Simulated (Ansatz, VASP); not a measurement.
## One calculation of CdF2, two programs

```
CELL_PARAMETERS angstrom
0.00000 2.74684 2.74684
2.74684 0.00000 2.74684
2.74684 2.74684 0.00000
ATOMIC_POSITIONS crystal
Cd 0.00000 0.00000 0.00000
F 0.75000 0.75000 0.75000
F 0.25000 0.25000 0.25000
```

Change from the starting cell: volume scaled by 1.06.

Alike in both runs: task single point; functional LDA; k mesh 9 × 9 × 9; occupations fermi-dirac, width 0.05 eV; no spin polarisation.

```csv
,VASP,Ansatz
version,VASP 6.6.1,Ansatz 0.2.0
potentials or method,"VASP PAW LDA potentials, release 64 (Cd, F), cutoff 520 eV","all-electron LAPW, scalar-relativistic"
```

Ansatz gave:

| Item | Value |
| --- | --- |
| gap on the k mesh at the Fermi level (eV) | 2.62 |
| least direct gap on the mesh (eV) | 3.14 |
| pressure (GPa) | -10.6 |

Q: What did VASP give for the same quantities?

A: gap on the k mesh at the Fermi level (eV): 2.62; least direct gap on the mesh (eV): 3.15; pressure (GPa): -9.9.

LDA's correlation is that of Perdew and Zunger in VASP and of Perdew and Wang (1992) in Ansatz. Ansatz ran all-electron here, and VASP with PAW potentials.
